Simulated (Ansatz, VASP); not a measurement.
# Two plane-wave programs on Ti

INCAR

```
SYSTEM = Ti
PREC = Accurate
ENCUT = 520
EDIFF = 1E-6
ISMEAR = 0
SIGMA = 0.15
LREAL = .FALSE.
LASPH = .TRUE.
NELM = 80
ALGO = Fast
ISIF = 2
LWAVE = .FALSE.
LCHARG = .TRUE.
LELF = .TRUE.
LVHAR = .TRUE.
NBANDS = 45
```

The input KPOINTS:

```
Automatic mesh
0
G
  15 15 4
  0 0 0
```

POSCAR

```
Ti
1.0
   -2.0005340469     -2.0005340469      0.0000000000
    2.0005340469     -2.0005340469      0.0000000000
   -0.6668446823     -0.6668446823     14.2032042811
Ti
6
Direct
   -0.2582219474      0.0000000000      0.7746658421
    0.4765295457      0.5000000000      0.0704113628
   -0.0704207529      0.0000000000      0.2112622587
    0.3826289485      0.5000000000      0.3521131545
   -0.1643213501      0.0000000000      0.4929640504
    0.2887283513      0.5000000000      0.6338149462
```

Input for Ansatz:

```yaml
crystal:
  lattice:
    - [-2.0005340469, -2.0005340469, 0.0]
    - [2.0005340469, -2.0005340469, 0.0]
    - [-0.6668446823, -0.6668446823, 14.2032042811]
  atoms:
    - { symbol: Ti, position: [-0.2582219474, 0.0, 0.7746658421] }
    - { symbol: Ti, position: [0.4765295457, 0.5, 0.0704113628] }
    - { symbol: Ti, position: [-0.0704207529, 0.0, 0.2112622587] }
    - { symbol: Ti, position: [0.3826289485, 0.5, 0.3521131545] }
    - { symbol: Ti, position: [-0.1643213501, 0.0, 0.4929640504] }
    - { symbol: Ti, position: [0.2887283513, 0.5, 0.6338149462] }
basis:
  ecutwfc: 520.0
kpoints:
  mp_grid: { grid: [15, 15, 4] }
hamiltonian:
  xc: lda
  pseudopotentials: { kind: paw, azcp: { folder: soft_1 } }
scf:
  occupations: { method: gaussian, width: 0.15 }
output:
  forces: true
  stress: true
  eigenvalues: true
```

Alike in both runs: task single point; functional LDA; k mesh 15 × 15 × 4; occupations gaussian, width 0.15 eV; no spin polarisation.

|  | VASP | Ansatz |
| --- | --- | --- |
| version | VASP 6.6.1 | Ansatz 0.2.0 |
| potentials or method | VASP PAW LDA potentials, release 64 (Ti_sv), cutoff 520 eV | scalar-relativistic, plane waves, PAW |
| valence electrons in the cell | 72 | 72 |

Ansatz gave:

```
gap on the k mesh at the Fermi level (eV)                     : none
pressure (GPa)                                                : -5.0
traceless stress, the component that is largest in VASP (GPa) : -1.13
rms of the force components (eV/Å)                            : 0.216
```

Task: Estimate VASP's values.

Result: gap on the k mesh at the Fermi level (eV): none; pressure (GPa): -5.3; traceless stress, the component that is largest in VASP (GPa): -1.18; rms of the force components (eV/Å): 0.218.

Ansatz warns that its potentials were made for another functional, while VASP's fit it. LDA's correlation is that of Perdew and Zunger in VASP and of Perdew and Wang (1992) in Ansatz. Atom by atom the forces differ by 0.002 eV/Å (rms over components). A gap of «none» marks a metal or a gap that the smearing closes.
